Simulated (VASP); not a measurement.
# Ni3Pt (Pm-3m) in VASP: notebook

The runs below take Ni3Pt through single point, relaxation of cell and atoms, with LDA.

Program: VASP 6.6.1. These are calculated values, not measurements. Logs are shortened: lines on timing, memory, paths and dates and some standing lists are left out, and cuts for length are marked.

### 1 The cell of the first run

Symmetry: Pm-3m, No. 221, cubic system. Conventional cell: a = 3.562 Å, b = 3.562 Å, c = 3.562 Å, α = 90.00°, β = 90.00°, γ = 90.00°. Ni (site symmetry 4/mmm) has 8 Ni at 2.52 Å and 4 Pt at 2.52 Å within 3.3 Å. Within 3.3 Å of Pt (site symmetry m-3m) lie 12 Ni at 2.52 Å.

### 2 Single point, LDA, collinear spin, ferromagnetic start

Contents of INCAR:

```
PREC = Accurate
ENCUT = 520
EDIFF = 1E-7
ISMEAR = 0
SIGMA = 0.1
LREAL = False
LASPH = True
NELM = 150
ALGO = Normal
ISIF = 2
LWAVE = False
LCHARG = True
ISPIN = 2
MAGMOM = 0.72 0.72 0.72 0.34
LORBIT = 11
LMAXMIX = 4
LELF = True
LVHAR = True
NBANDS = 32
```

Contents of KPOINTS:

```
Automatic mesh
0
Gamma
  6 6 6
```

Contents of POSCAR:

```
Ni3Pt
1.0
    3.5615788110      0.0000000000      0.0000000000
    0.0000000000      3.5615788110      0.0000000000
    0.0000000000      0.0000000000      3.5615788110
Ni Pt
3 1
Direct
    0.5000000000      0.0000000000      0.5000000000
    0.0000000000      0.5000000000      0.5000000000
    0.5000000000      0.5000000000      0.0000000000
    0.0000000000      0.0000000000      0.0000000000
```

Potentials or basis: VASP PAW LDA potentials, release 64 (Ni, Pt).

The run is started by

```
cat potpaw_LDA.64/Ni/POTCAR potpaw_LDA.64/Pt/POTCAR > POTCAR
mpirun -np 1 vasp_std > vasp.out
```

OUTCAR:

```text
PREC = Accurate
   ENCUT = 520
   EDIFF = 1E-7
   ISMEAR = 0
   LREAL = False
   LASPH = True
   NELM = 150
   ISIF = 2
   ISPIN = 2
   LORBIT = 11

 ion  position               nearest neighbor table
   1  0.500  0.000  0.500-   2 2.52   3 2.52   4 2.52   3 2.52   4 2.52   2 2.52   3 2.52   3 2.52
                             2 2.52   4 2.52   4 2.52   2 2.52
   2  0.000  0.500  0.500-   1 2.52   3 2.52   4 2.52   3 2.52   4 2.52   1 2.52   4 2.52   4 2.52
                             1 2.52   3 2.52   3 2.52   1 2.52
   3  0.500  0.500  0.000-   1 2.52   2 2.52   4 2.52   1 2.52   2 2.52   1 2.52   4 2.52   1 2.52
                             2 2.52   4 2.52   2 2.52   4 2.52
   4  0.000  0.000  0.000-   1 2.52   2 2.52   3 2.52   1 2.52   2 2.52   2 2.52   3 2.52   2 2.52
                             1 2.52   3 2.52   1 2.52   3 2.52

  LATTYP: Found a simple cubic cell.
 ALAT       =     3.5615788110

  Lattice vectors:

 A1 = (   3.5615788110,   0.0000000000,   0.0000000000)
 A2 = (   0.0000000000,   3.5615788110,   0.0000000000)
 A3 = (   0.0000000000,   0.0000000000,   3.5615788110)

Analysis of symmetry for initial positions (statically):
=====================================================================
 Subroutine PRICEL returns:
 Original cell was already a primitive cell.

 Routine SETGRP: Setting up the symmetry group for a
 simple cubic supercell.

 Subroutine GETGRP returns: Found 48 space group operations
 (whereof 48 operations were pure point group operations)
 out of a pool of 48 trial point group operations.

The static configuration has the point symmetry O_h .

Analysis of symmetry for dynamics (positions and initial velocities):
=====================================================================
 Subroutine PRICEL returns:
 Original cell was already a primitive cell.

 Routine SETGRP: Setting up the symmetry group for a
 simple cubic supercell.

 Subroutine GETGRP returns: Found 48 space group operations
 (whereof 48 operations were pure point group operations)
 out of a pool of 48 trial point group operations.

The dynamic configuration has the point symmetry O_h .

Analysis of structural, dynamic, and magnetic symmetry:
=====================================================================
 Subroutine PRICEL returns:
 Original cell was already a primitive cell.

 Routine SETGRP: Setting up the symmetry group for a
 simple cubic supercell.

 Subroutine GETGRP returns: Found 48 space group operations
 (whereof 48 operations were pure point group operations)
 out of a pool of 48 trial point group operations.

The overall configuration has the point symmetry O_h .

 Subroutine INISYM returns: Found 48 space group operations
 (whereof 48 operations are pure point group operations),
 and found     1 'primitive' translations

----------------------------------------------------------------------------------------

                                     Primitive cell

  volume of cell :      45.1781

  direct lattice vectors                    reciprocal lattice vectors
     3.561578811  0.000000000  0.000000000     0.280774357  0.000000000  0.000000000
     0.000000000  3.561578811  0.000000000     0.000000000  0.280774357  0.000000000
     0.000000000  0.000000000  3.561578811     0.000000000  0.000000000  0.280774357

  length of vectors
     3.561578811  3.561578811  3.561578811     0.280774357  0.280774357  0.280774357

  position of ions in fractional coordinates (direct lattice)
     0.500000000  0.000000000  0.500000000
     0.000000000  0.500000000  0.500000000
     0.500000000  0.500000000  0.000000000
     0.000000000  0.000000000  0.000000000

  ion indices of the primitive-cell ions
   primitive index   ion index
                 1           1
                 2           2
                 3           3
                 4           4

----------------------------------------------------------------------------------------

 KPOINTS: Automatic mesh

Automatic generation of k-mesh.
 Grid dimensions read from file:
 generate k-points for:    6    6    6

 Generating k-lattice:

  Cartesian coordinates                     Fractional coordinates (reciprocal lattice)
     0.046795726  0.000000000  0.000000000     0.166666667  0.000000000  0.000000000
     0.000000000  0.046795726  0.000000000     0.000000000  0.166666667  0.000000000
     0.000000000  0.000000000  0.046795726     0.000000000  0.000000000  0.166666667

  Length of vectors
     0.046795726  0.046795726  0.046795726

  Shift w.r.t. Gamma in fractional coordinates (k-lattice)
     0.000000000  0.000000000  0.000000000

 Subroutine IBZKPT returns following result:
 ===========================================

 Found     20 irreducible k-points:

 Following reciprocal coordinates:
            Coordinates               Weight
  0.000000  0.000000  0.000000      1.000000
  0.166667  0.000000  0.000000      6.000000
  0.333333  0.000000  0.000000      6.000000
  0.500000  0.000000  0.000000      3.000000
  0.166667  0.166667  0.000000     12.000000
  0.333333  0.166667  0.000000     24.000000
[... 12 lines left out ...]
  0.500000  0.500000  0.333333      6.000000
  0.500000  0.500000  0.500000      1.000000
   k-points           NKPTS =     20   k-points in BZ     NKDIM =     20   number of bands    NBANDS=     32
   number of dos      NEDOS =    301   number of ions     NIONS =      4
   total plane-waves  NPLWV =  21952
   dimension x,y,z NGX =    28 NGY =   28 NGZ =   28
   dimension x,y,z NGXF=    56 NGYF=   56 NGZF=   56
   ions per type =               3   1
   NGX,Y,Z   is equivalent  to a cutoff of  13.07, 13.07, 13.07 a.u.
   NGXF,Y,Z  is equivalent  to a cutoff of  26.14, 26.14, 26.14 a.u.
 SYSTEM =  unknown system
   PREC   = accura    normal or accurate (medium, high low for compatibility)
   ISTART =      0    job   : 0-new  1-cont  2-samecut
   ICHARG =      2    charge: 1-file 2-atom 10-const
   ISPIN  =      2    spin polarized calculation?
   LNONCOLLINEAR =      F non collinear calculations
   LSORBIT =      F    spin-orbit coupling
   LASPH  =      T    aspherical Exc in radial PAW
   ENCUT  =  520.0 eV  38.22 Ry    6.18 a.u.   6.62  6.62  6.62*2*pi/ulx,y,z
   NELM   =    150;   NELMIN=  2; NELMDL= -5     # of ELM steps
   EDIFF  = 0.1E-06   stopping-criterion for ELM
   LREAL  =      F    real-space projection
   EDIFFG = 0.1E-05   stopping-criterion for IOM
   NSW    =      0    number of steps for IOM
   IBRION =     -1    ionic relax: 0-MD 1-quasi-New 2-CG
   NFREE  =      0    steps in history (QN), initial steepest desc. (CG)
   ISIF   =      2    stress and relaxation
   ISYM   =      2    0-nonsym 1-usesym 2-fastsym
   POTIM  = 0.5000    time-step for ionic-motion
   TEBEG  =    0.0;   TEEND  =   0.0 temperature during run
   PSTRESS=    0.0 pullay stress
   NELECT =      40.0000    total number of electrons
   NUPDOWN=      -1.0000    fix difference up-down
   EMIN   =  10.00;   EMAX   =-10.00  energy-range for DOS
   EFERMI =   0.00;   METHOD = LEGACY
   ISMEAR =     0;   SIGMA  =   0.10  broadening in eV -4-tet -1-fermi 0-gaus
   EFERMI_NEDOS =   21; number of points for ismear=-14 and -15
   IALGO  =     38    algorithm
   IMIX   =      4    mixing-type and parameters
     AMIX     =   0.40;   BMIX     =  1.00
     AMIX_MAG =   1.60;   BMIX_MAG =  1.00
  volume/ion in A,a.u.               =      11.29        76.22
  Fermi-wavevector in a.u.,A,eV,Ry     =   1.571999  2.970647 33.622457  2.471181
  Thomas-Fermi vector in A             =   2.673499
   LORBIT       =     11    0 simple, 1 ext, 2 COOP (PROOUT), +10 PAW based schemes
   GGA     = CA    functional components
   LHFCALC =     F    Hartree Fock is set to
   AEXX    =    0.0000 exact exchange contribution
   IVDW    =     0    specifies the selected vdW correction
   LEPSILON=     F    determine dielectric tensor
   LRPA    =     F    only Hartree local field effects (RPA)
 spin polarized calculation
 Gauss-broadening in eV      SIGMA  =   0.10
  energy-cutoff  :      520.00
  volume of cell :       45.18
 maximum number of plane-waves:      1233
 NGX is ok and might be reduce to    28
   NGX = 13   NGY = 13   NGZ = 13

 number of electron      40.0000010 magnetization       1.7763419

 Free energy of the ion-electron system (eV)
  ---------------------------------------------------
  ext. energy  EPLUGINS =         0.00000000
  ---------------------------------------------------
  free energy    TOTEN  =       -27.48556900 eV

  energy without entropy =      -27.44727693  energy(sigma->0) =      -27.46642296

 E-fermi :  10.5689     XC(G=0): -13.9520

 val. band max:       10.5610327245   @ k =   0.5000   0.1667   0.1667
 cond. band min:      10.5789604880   @ k =   0.5000   0.1667   0.0000
 fundamental gap:      0.0179277634
 Fermi energy:        10.5688871368

 spin component 1

 k-point     1 :       0.0000    0.0000    0.0000
  band No.  band energies     occupation
      1       0.7072      1.00000
      2       4.1785      1.00000
      3       4.1785      1.00000
      4       5.2075      1.00000
      5       5.2075      1.00000
      6       5.2075      1.00000
[... 689 lines left out ...]
     31      29.9690      0.00000
     32      30.8245      0.00000
 Fermi energy:        10.5688871368

 spin component 2

 k-point     1 :       0.0000    0.0000    0.0000
  band No.  band energies     occupation
      1       0.7520      1.00000
      2       4.3378      1.00000
      3       4.3378      1.00000
      4       5.4849      1.00000
      5       5.4849      1.00000
      6       5.4849      1.00000
[... 689 lines left out ...]
     31      29.9832      0.00000
     32      30.8228      0.00000

------------------------ aborting loop because EDIFF is reached ----------------------------------------

  FORCE on cell =-STRESS in cart. coord.  units (eV):
  Direction    XX          YY          ZZ          XY          YZ          ZX
  --------------------------------------------------------------------------------------
  -------------------------------------------------------------------------------------
  Total        0.0772449      0.0772449      0.0772449     -0.0000000      0.0000000      0.0000000
  in kB        2.7393842      2.7393842      2.7393842     -0.0000000      0.0000000      0.0000000
  external PRESSURE =       2.7393842 kB  Pullay stress =       0.0000000 kB

 VOLUME and BASIS-vectors are now :
 -----------------------------------------------------------------------------
  energy-cutoff  :      520.00
  volume of cell :       45.18
      direct lattice vectors                 reciprocal lattice vectors
     3.561578811  0.000000000  0.000000000     0.280774357  0.000000000  0.000000000
     0.000000000  3.561578811  0.000000000     0.000000000  0.280774357  0.000000000
     0.000000000  0.000000000  3.561578811     0.000000000  0.000000000  0.280774357

 POSITION                                       TOTAL-FORCE (eV/Angst)
 -----------------------------------------------------------------------------------
      1.78079      0.00000      1.78079         0.000000      0.000000      0.000000
      0.00000      1.78079      1.78079         0.000000      0.000000      0.000000
      1.78079      1.78079      0.00000         0.000000      0.000000      0.000000
      0.00000      0.00000      0.00000         0.000000      0.000000      0.000000
 -----------------------------------------------------------------------------------
    total drift:                                0.000000      0.000000      0.000000

  FREE ENERGIE OF THE ION-ELECTRON SYSTEM (eV)
  ---------------------------------------------------
  free  energy   TOTEN  =       -27.4855690013 eV

  energy  without entropy=      -27.4472769264  energy(sigma->0) =      -27.46642296

 total charge

# of ion       s       p       d       tot
------------------------------------------
    1        0.493   0.540   8.370   9.403
    2        0.493   0.540   8.370   9.403
    3        0.493   0.540   8.370   9.403
    4        0.773   0.729   8.097   9.599
--------------------------------------------------
tot          2.253   2.349  33.207  37.809

 magnetization (x)

# of ion       s       p       d       tot
------------------------------------------
    1       -0.004  -0.010   0.515   0.502
    2       -0.004  -0.010   0.515   0.502
    3       -0.004  -0.010   0.515   0.502
    4       -0.006  -0.019   0.295   0.270
--------------------------------------------------
tot         -0.018  -0.048   1.841   1.775
```

Wall time 34 s (1 thread of AMD EPYC 9R45 (Zen 5), shared host); peak memory 0.15 GiB.

Results:

```yaml
Free_energy: -27.4856 eV
Pressure: 0.3 GPa
Net_moment: 1.78 μB per cell
Site_moments: Ni +0.50; Pt +0.27 μB
Valence_electrons_inside_the_program's_atomic_spheres: Ni 9.40; Pt 9.60
```

Caveat: spin-orbit coupling is left out, which moves the levels of the heavy elements.

### 3 Relaxation of cell and atoms, LDA, collinear spin, ferromagnetic start

This run uses another cell than the first one, of 11.90 Å³/atom, 1.054 times its volume.

Contents of INCAR:

```
ALGO = Normal
EDIFF = 1E-7
EDIFFG = -0.05
ENCUT = 600
IBRION = 2
ISIF = 3
ISMEAR = 0
ISPIN = 2
LASPH = True
LCHARG = False
LMAXMIX = 4
LORBIT = 11
LREAL = False
LWAVE = False
MAGMOM = 0.72 0.72 0.72 0.34
NELM = 150
NSW = 100
PREC = Accurate
SIGMA = 0.1
```

Contents of KPOINTS:

```
k-points
0
Gamma
  6 6 6
```

Contents of POSCAR:

```
Ni3Pt
1.0
    3.6245667900      0.0000000000      0.0000000000
    0.0000000000      3.6245667900      0.0000000000
    0.0000000000      0.0000000000      3.6245667900
Ni Pt
3 1
Direct
    0.5000000000      0.0000000000      0.5000000000
    0.0000000000      0.5000000000      0.5000000000
    0.5000000000      0.5000000000      0.0000000000
    0.0000000000      0.0000000000      0.0000000000
```

Potentials or basis: VASP PAW LDA potentials, release 64 (Ni, Pt).

The run is started by

```
cat potpaw_LDA.64/Ni/POTCAR potpaw_LDA.64/Pt/POTCAR > POTCAR
mpirun -np 1 vasp_std > vasp.out
```

It took 3.5 min on 1 thread of Intel Xeon Platinum 8375C at 2.90GHz (Ice Lake), shared host; peak memory 0.2 GiB.

It converged, with:

```yaml
Free_energy: -27.4863 eV
Relaxed_volume: 11.32 Å³/atom
Relaxed_cell: a = 3.564 Å, b = 3.564 Å, c = 3.564 Å, α = 90.00°, β = 90.00°, γ = 90.00°
Space_group_after_relaxing_to_0.05_Å: Pm-3m (No. 221)
Energy_gained_by_relaxing: 23.5 meV/atom
Ionic_steps: 3
Pressure_after_relaxing: -0.4 GPa
Net_moment: 1.79 μB per cell
Site_moments: Ni +0.51; Pt +0.27 μB
Valence_electrons_inside_the_program's_atomic_spheres: Ni 9.40; Pt 9.59
```

The path:
| step | energy change (eV) | largest force (eV/Å) | pressure (GPa) | volume (Å³) |
| --- | --- | --- | --- | --- |
| 1 | 0.0000 | 0.0000 | -11.86 | 47.62 |
| 2 | 0.1473 | 0.0000 | 24.07 | 41.80 |
| 3 | -0.0938 | 0.0000 | -0.36 | 45.28 |

Final structure:
```xyz
4
Lattice="3.5642 0.0000 0.0000 0.0000 3.5642 0.0000 0.0000 0.0000 3.5642" Properties=species:S:1:pos:R:3 pbc="T T T"
Ni    1.7821    0.0000    1.7821
Ni    0.0000    1.7821    1.7821
Ni    1.7821    1.7821    0.0000
Pt    0.0000    0.0000    0.0000
```

Levels at points of the mesh, in eV from the Fermi level:
Spin up:
```csv
k point,band 17,band 18,band 19,band 20,band 21,band 22,band 23,band 24,band 25
"(0.00, 0.00, 0.00)",-0.12,-0.12,0.29,0.29,0.29,2.26,2.26,2.26,8.81
"(0.50, 0.00, 0.00)",-1.39,-1.31,-0.91,-0.64,-0.38,0.26,7.75,7.75,8.82
"(0.50, 0.50, 0.00)",-1.52,-1.28,-1.23,-1.23,0.93,0.93,1.44,2.46,10.69
"(0.50, 0.50, 0.50)",-0.35,-0.35,-0.35,-0.19,-0.19,-0.15,-0.15,-0.15,4.97
```
Spin down:
| k point | band 17 | band 18 | band 19 | band 20 | band 21 | band 22 |
| --- | --- | --- | --- | --- | --- | --- |
| (0.00, 0.00, 0.00) | 0.29 | 0.29 | 0.76 | 0.76 | 0.76 | 2.30 |
| (0.50, 0.00, 0.00) | -0.96 | -0.89 | -0.42 | -0.27 | 0.18 | 0.74 |
| (0.50, 0.50, 0.00) | -0.95 | -0.79 | -0.79 | -0.76 | 1.35 | 1.35 |
| (0.50, 0.50, 0.50) | -0.03 | -0.03 | -0.03 | 0.28 | 0.28 | 0.32 |

Caveat: spin-orbit coupling is left out, which moves the levels of the heavy elements.
